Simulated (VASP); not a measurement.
# Ru (P6_3/mmc) in VASP: settings compared, part 2 of 2

VASP 6.6.1.

### 4 Single point, PBE

Contents of INCAR:

```
ALGO = Normal ; EDIFF = 1E-6
ENCUT = 520 ; GGA = PE
ISIF = 2 ; ISMEAR = -1
LASPH = T ; LCHARG = F
LREAL = F ; LWAVE = F
NBANDS = 21 ; NELM = 60
PREC = Accurate ; SIGMA = 0.03
```

Contents of KPOINTS:

```
k-points
0
Gamma
  4 4 2
```

Contents of POSCAR:

```
Ru
1.0
    2.7058000000      0.0000000000      0.0000000000
   -1.3529000000      2.3432915376      0.0000000000
    0.0000000000      0.0000000000      4.2819000000
Ru
2
Direct
    0.6666666667      0.3333333333      0.7500000000
    0.3333333333      0.6666666667      0.2500000000
```

Launch:

```console
cat potpaw_PBE.64/Ru_pv/POTCAR > POTCAR
mpirun -np 1 vasp_std > vasp.out
```

It took 6.5 s on 1 thread of AMD EPYC 7R43 (Zen 3), shared host; peak memory 0.1 GiB.

Results (log left out):

* Free energy: -18.8374 eV
* Pressure: 0.7 GPa
* Band gap on the k mesh: zero (band 14 reaches 14.38 eV, above the bottom of band 15 at 11.46 eV)

Stress tensor (GPa, compression positive):
```
 2.94  0.00  0.00
 0.00  2.94  0.00
 0.00  0.00 -3.88
```

Levels at points of the mesh, in eV from the Fermi level:
| k point | band 11 | band 12 | band 13 | band 14 | band 15 | band 16 | band 17 | band 18 |
| --- | --- | --- | --- | --- | --- | --- | --- | --- |
| (0.00, 0.00, 0.00) | -2.52 | -1.92 | -1.92 | -1.49 | -1.49 | 1.10 | 1.10 | 1.15 |
| (0.50, 0.00, 0.00) | -2.18 | -1.89 | -1.60 | 1.43 | 1.83 | 1.85 | 4.01 | 6.08 |
| (0.00, 0.00, 0.50) | -2.79 | -2.79 | -2.79 | -2.79 | 0.47 | 0.47 | 0.47 | 0.47 |
| (0.50, 0.00, 0.50) | -1.15 | -1.15 | 0.35 | 0.35 | 1.69 | 1.69 | 3.32 | 3.32 |

Caveat: the k points lie up to 0.73 Å⁻¹ apart.

### 5 Single point, BLYP

This run uses another cell than the first one, of 14.39 Å³/atom, 1.060 times its volume.

Contents of INCAR:

```
SYSTEM = Ru
PREC = Accurate
ENCUT = 520
EDIFF = 1E-6
ISMEAR = -1
SIGMA = 0.05
LREAL = .False.
LASPH = .True.
NELM = 60
ALGO = Normal
ISIF = 2
LWAVE = .False.
LCHARG = .True.
GGA = B5
ALDAX = 1.0
AGGAX = 1.0
AGGAC = 1.0
ALDAC = 0.0
LELF = .True.
LVHAR = .True.
NBANDS = 21
```

Contents of KPOINTS:

```
regular mesh
0
Gamma
  11 11 6
  0 0 0
```

Contents of POSCAR:

```
Ru
1.0
    2.7588683749      0.0000000000      0.0000000000
   -1.3794341875      2.3892500984      0.0000000000
    0.0000000000      0.0000000000      4.3658801443
Ru
2
Direct
    0.6666666667      0.3333333333      0.7500000000
    0.3333333333      0.6666666667      0.2500000000
```

Launch:

```console
cat potpaw_PBE.64/Ru_pv/POTCAR > POTCAR
mpirun -np 1 vasp_std > vasp.out
```

It took 26 s on 1 thread of AMD EPYC 9R45 (Zen 5), shared host; peak memory 0.13 GiB.

The run converged. Its results:

```yaml
Free_energy: -15.8482 eV
Pressure: 1.2 GPa
Band_gap_on_the_k_mesh: zero (band 14 reaches 13.67 eV, above the bottom of band 15 at 10.88 eV)
```

Stress tensor (GPa, compression positive):
```
1.50 0.00 0.00
0.00 1.50 0.00
0.00 0.00 0.51
```

Levels at points of the mesh, in eV from the Fermi level:
```tsv
k point	band 10	band 11	band 12	band 13	band 14	band 15	band 16	band 17	band 18	band 19
(0.00, 0.00, 0.00)	-2.32	-2.17	-1.71	-1.71	-1.24	-1.24	1.13	1.13	1.61	9.72
(0.00, 0.00, 0.50)	-2.48	-2.48	-2.48	-2.38	-2.38	0.52	0.52	0.52	0.52	10.26
```

Caveat: the PAW data sets were made with another functional, which shifts forces and pressure a little.

### 6 Single point, r2SCAN+D3(BJ)

This run uses another cell than the first one, of 12.76 Å³/atom, 0.940 times its volume.

Contents of POSCAR:

```
Ru
1.0
    2.6505640930      0.0000000000      0.0000000000
   -1.3252820465      2.2954558389      0.0000000000
    0.0000000000      0.0000000000      4.1944897589
Ru
2
Direct
    0.6666666667      0.3333333333      0.7500000000
    0.3333333333      0.6666666667      0.2500000000
```

Contents of INCAR.step1:

```
PREC = Accurate ; ENCUT = 520
ISMEAR = -1 ; SIGMA = 0.05
LREAL = F ; LASPH = T
NELM = 100 ; NBANDS = 21
GGA = PE ; ALGO = Normal
EDIFF = 1E-4 ; LWAVE = T
LCHARG = F
```

Contents of INCAR.step2:

```
PREC = Accurate ; ENCUT = 520
EDIFF = 1E-7 ; ISMEAR = -1
SIGMA = 0.05 ; LREAL = F
LASPH = T ; NELM = 100
ALGO = Normal ; ISIF = 2
LWAVE = F ; LCHARG = F
METAGGA = R2SCAN ; LMIXTAU = T
IVDW = 12 ; VDW_S6 = 1.0
VDW_S8 = 0.78981345 ; VDW_A1 = 0.49484001
VDW_A2 = 5.73083694 ; NBANDS = 21
ISTART = 1
```

Contents of KPOINTS:

```
regular mesh
0
Gamma
  11 11 6
```

Potentials or basis: VASP PAW PBE potentials, release 64 (Ru_pv).

Launch:

```console
cat potpaw_PBE.64/Ru_pv/POTCAR > POTCAR
cp INCAR.step1 INCAR
mpirun -np 1 vasp_std > vasp.out
cp INCAR.step2 INCAR
mpirun -np 1 vasp_std > vasp.out
```

OUTCAR:

```text
PREC = Accurate
   ENCUT = 520
   EDIFF = 1E-7
   ISMEAR = -1
   LREAL = F
   LASPH = T
   NELM = 100
   ISIF = 2
   METAGGA = R2SCAN
   IVDW = 12
   ISTART = 1
 IVDW          = 12

 ion  position               nearest neighbor table
   1  0.667  0.333  0.750-   2 2.60   2 2.60   2 2.60   2 2.60   2 2.60   2 2.60
   2  0.333  0.667  0.250-   1 2.60   1 2.60   1 2.60   1 2.60   1 2.60   1 2.60

  LATTYP: Found a hexagonal cell.
 ALAT       =     2.6505640930
 C/A-ratio  =     1.5824894670

  Lattice vectors:

[... 766 lines left out ...]

 Edisp (eV)   -0.62532

 E8    (eV) :    -0.2260

  FORCE on cell =-STRESS in cart. coord.  units (eV):
  Direction    XX          YY          ZZ          XY          YZ          ZX
  --------------------------------------------------------------------------------------
  -------------------------------------------------------------------------------------
  Total       3.08455     3.08455     3.19854     0.00000    -0.00000    -0.00000
  in kB     193.64945   193.64945   200.80563     0.00000    -0.00000    -0.00000
  external pressure =      196.03 kB  Pullay stress =        0.00 kB

 VOLUME and BASIS-vectors are now :
 -----------------------------------------------------------------------------
  energy-cutoff  :      520.00
  volume of cell :       25.52
      direct lattice vectors                 reciprocal lattice vectors
     2.650564093  0.000000000  0.000000000     0.377278181  0.217821659  0.000000000
    -1.325282046  2.295455839  0.000000000     0.000000000  0.435643319  0.000000000
     0.000000000  0.000000000  4.194489759     0.000000000  0.000000000  0.238408020

 POSITION                                       TOTAL-FORCE (eV/Angst)
 -----------------------------------------------------------------------------------
      1.32528      0.76515      3.14587        -0.000000     -0.000000      0.000000
     -0.00000      1.53030      1.04862         0.000000      0.000000      0.000000
 -----------------------------------------------------------------------------------
    total drift:                               -0.000000      0.000000     -0.000000

  FREE ENERGIE OF THE ION-ELECTRON SYSTEM (eV)
  ---------------------------------------------------
  free  energy   TOTEN  =       -51.3667231070 eV

  energy  without entropy=      -51.3521688925  energy(sigma->0) =      -51.35944600
```

OSZICAR.step1:

```text
N       E                     dE             d eps       ncg     rms          rms(c)
DAV:   1     0.290334551493E+03    0.29033E+03   -0.17580E+04  2688   0.150E+03
DAV:   2    -0.135254158841E+02   -0.30386E+03   -0.29424E+03  2738   0.449E+02
DAV:   3    -0.195227524204E+02   -0.59973E+01   -0.59608E+01  3183   0.707E+01
DAV:   4    -0.195659902706E+02   -0.43238E-01   -0.43190E-01  3306   0.584E+00
DAV:   5    -0.195665880265E+02   -0.59776E-03   -0.59102E-03  3051   0.609E-01    0.207E+01
DAV:   6    -0.183995616019E+02    0.11670E+01   -0.24830E+00  3123   0.155E+01    0.642E+00
DAV:   7    -0.183067120497E+02    0.92850E-01   -0.48975E-01  3048   0.542E+00    0.122E+00
DAV:   8    -0.182984643918E+02    0.82477E-02   -0.16534E-02  2953   0.124E+00    0.472E-01
DAV:   9    -0.182979448092E+02    0.51958E-03   -0.84403E-04  3083   0.314E-01    0.360E-02
DAV:  10    -0.182979515753E+02   -0.67661E-05   -0.41735E-05  1694   0.695E-02
   1 F= -.18297952E+02 E0= -.18290314E+02  d E =-.152758E-01
```

It took 56 s on 1 thread of AMD EPYC 9R45 (Zen 5), shared host; peak memory 0.13 GiB.

What came out:

```
Free energy                : -51.3667 eV
Pressure                   : 19.6 GPa
Band gap on the k mesh     : zero (band 14 reaches 15.62 eV, above the bottom of band 15 at 12.09 eV)
Dispersion energy per atom : -0.313 eV
```

Caveat: the PAW data sets were made with another functional, which shifts forces and pressure a little; pairwise dispersion overbinds metals, which lowers pressure and volume.

### 7 Summary

| level | spin | cell | k mesh | smearing | gap on the mesh (eV) | pressure (GPa) |
| --- | --- | --- | --- | --- | --- | --- |
| PBE | off | a = 2.706, b = 2.706, c = 4.282 Å, angles 90.0, 90.0, 120.0°, 2 atoms | 8 × 8 × 4 | fermi-dirac 0.05 eV | none | 4.3 |
| PBE | non-collinear, zero start, SOC | a = 2.706, b = 2.706, c = 4.282 Å, angles 90.0, 90.0, 120.0°, 2 atoms | 8 × 8 × 4 | fermi-dirac 0.05 eV | - | 4.6 |
| PBE | off | a = 2.706, b = 2.706, c = 4.282 Å, angles 90.0, 90.0, 120.0°, 2 atoms | 4 × 4 × 2 | fermi-dirac 0.03 eV | none | 0.7 |
| BLYP | off | a = 2.759, b = 2.759, c = 4.366 Å, angles 90.0, 90.0, 120.0°, 2 atoms | 11 × 11 × 6 | fermi-dirac 0.05 eV | none | 1.2 |
| r2SCAN+D3(BJ) | off | a = 2.651, b = 2.651, c = 4.194 Å, angles 90.0, 90.0, 120.0°, 2 atoms | 11 × 11 × 6 | fermi-dirac 0.05 eV | none | 19.6 |

Alike in all rows: task single point; potentials or basis VASP PAW PBE potentials, release 64 (Ru_pv); cutoff (eV) 520.

Caveats: some runs use coarse meshes; the PAW data sets were made with another functional, which shifts forces and pressure a little (some runs); pairwise dispersion overbinds metals, which lowers pressure and volume (some runs).

Absolute energies hang on the potentials; compare differences alone.
